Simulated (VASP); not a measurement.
Input of a VASP 6.6.1 run:

INCAR

```
SYSTEM = CuSi16
PREC     = Accurate       ! precision mode
ENCUT    = 520            ! plane-wave cutoff, eV
EDIFF    = 1E-7           ! SCF threshold, eV
ISMEAR   = -1             ! smearing method
SIGMA    = 0.05           ! smearing width, eV
LREAL    = Auto         
LASPH    = .True.         ! aspherical terms in the spheres
NELM     = 150            ! most SCF steps
ALGO     = Normal         ! electronic algorithm
ISIF     = 2              ! what is computed and relaxed
LWAVE    = .False.        ! write WAVECAR
LCHARG   = .True.         ! write CHGCAR
ISPIN    = 2              ! spin polarisation
MAGMOM   = 0 0 0 0 0 0 0 0 0 0 0 0 0 0 0 0 1 ! initial moments
LORBIT   = 11             ! projections on sites
LMAXMIX  = 4              ! l up to which the mixer works
GGA      = PE             ! functional
LELF     = .True.         ! ELF
LVHAR    = .True.       
NBANDS   = 56             ! bands
```

The input KPOINTS:

```
Automatic mesh
0
Gamma
  2 2 2
  0 0 0
```

The input POSCAR:

```
CuSi16
1.0
    0.0000000000      5.4300000000      5.4300000000
    5.4300000000      0.0000000000      5.4300000000
    5.4300000000      5.4300000000      0.0000000000
Si Cu
16 1
Direct
   -0.0063301275     -0.0055766451      0.0182615419
    0.1248301391      0.1255793607      0.1291127477
    0.0031263757      0.0038659761      0.5020656820
    0.1180147279      0.1187803585      0.6452150074
    0.0125314899      0.4987409319     -0.0092337545
    0.1248240496      0.6212591339      0.1291169601
    0.0031050437      0.4917409846      0.5020728650
    0.1456167178      0.6189524367      0.6172575210
    0.4979947612      0.0132983570     -0.0092633995
    0.6205026518      0.1255792024      0.1291123799
    0.4909669176      0.0038657046      0.5020652031
    0.6181959612      0.1464129047      0.6172188432
    0.4979855311      0.4987406705     -0.0092335238
    0.6384711132      0.6392267775      0.0838551467
    0.5134318277      0.5142278392      0.4589327444
    0.6181973417      0.6189527376      0.6172577499
    0.7849245782      0.7857039691      0.6444715855
```

Potentials or basis: VASP PAW PBE potentials, release 64 (Si, Cu).

The run is started by

```console
$ cat potpaw_PBE.64/Si/POTCAR potpaw_PBE.64/Cu/POTCAR > POTCAR
$ mpirun -np 1 vasp_std > vasp.out
```

Question: Estimate the net moment.

Answer: 0.00 μB per cell.

Question: Estimate the pressure.

Answer: 4.2 GPa.

Question: Estimate the largest force.

Answer: 0.018 eV/Å.

Stress tensor (GPa, compression positive):
```
 4.18 -0.17  0.17
-0.17  4.18  0.17
 0.17  0.17  4.18
```

Caveat: the k points lie up to 0.50 Å⁻¹ apart.
